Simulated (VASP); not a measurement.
Set up this calculation in VASP 6.6.1, as the native input.

| Quantity | Value |
| --- | --- |
| Task | single point |
| Functional | PBE |
| Potentials or basis | VASP PAW PBE potentials, release 64 (Co, Si) |
| Cutoff | 520 eV |
| k mesh | 10 × 10 × 8 |
| Occupations | fermi-dirac, width 0.08 eV |
| Spin | no spin polarisation |
| Dipole correction | no |
| Further INCAR settings | ALGO = Normal; EDIFF = 1e-06; NBANDS = 16 |

The structure of CoSi2 (AlB2 type) lies in POSCAR:

```
CoSi2
1.0
    4.0661802319      0.0000000000      0.0000000000
   -2.0330901160      3.5214153772      0.0000000000
    0.0000000000      0.0000000000      2.4704280858
Co Si
1 2
Direct
    0.0000000000      0.0000000000      0.0000000000
    0.3333333333      0.6666666667      0.5000000000
    0.6666666667      0.3333333333      0.5000000000
```

This cell differs from its parent crystal: volume scaled by 0.94.

The input as run:

INCAR

```
PREC = Accurate
ENCUT = 520
EDIFF = 1E-6
ISMEAR = -1
SIGMA = 0.08
LREAL = False
LASPH = True
NELM = 80
ALGO = Normal
ISIF = 2
LWAVE = False
LCHARG = False
GGA = PE
NBANDS = 16
```

KPOINTS

```
Automatic mesh
0
Gamma
  10 10 8
```

Potentials or basis: VASP PAW PBE potentials, release 64 (Co, Si).

The run is started by

```console
$ cat potpaw_PBE.64/Co/POTCAR potpaw_PBE.64/Si/POTCAR > POTCAR
$ mpirun -np 1 vasp_std > vasp.out
```

Results of the run:

```yaml
Pressure: 10.3 GPa
```

Wall time 67 s on 1 thread of Intel(R) Xeon(R) Platinum 8488C (Sapphire Rapids), with other jobs on the host, peak memory 0.16 GiB.
